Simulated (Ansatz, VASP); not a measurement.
## Br: VASP beside Ansatz

```xyz
1
Lattice="-1.8860 1.8860 1.8860 1.8860 -1.8860 1.8860 1.8860 1.8860 -1.8860" Properties=species:S:1:pos:R:3 pbc="T T T"
Br    0.0000    0.0000    0.0000
```

Alike in both runs: functional PBE; k mesh 16 × 16 × 16; occupations fermi-dirac, width 0.08 eV; no spin polarisation.

Ansatz relaxed the structure, and its values are those at the end. VASP's run is a single point on that final structure, the one shown.

|  | VASP | Ansatz |
| --- | --- | --- |
| version | VASP 6.6.1 | Ansatz 0.2.0 |
| potentials or method | VASP PAW PBE potentials, release 64 (Br) | PAW with Ansatz's default frozen-core files, scalar-relativistic |
| plane-wave cutoff (eV) | 520 | 420 |
| valence electrons in the cell | 7 | 7 |

```csv
,VASP,Ansatz,Ansatz less VASP
pressure (GPa),0.0,0.0,0.00
```

The functional is the same, so the differences come from potentials, cutoffs and numerics.
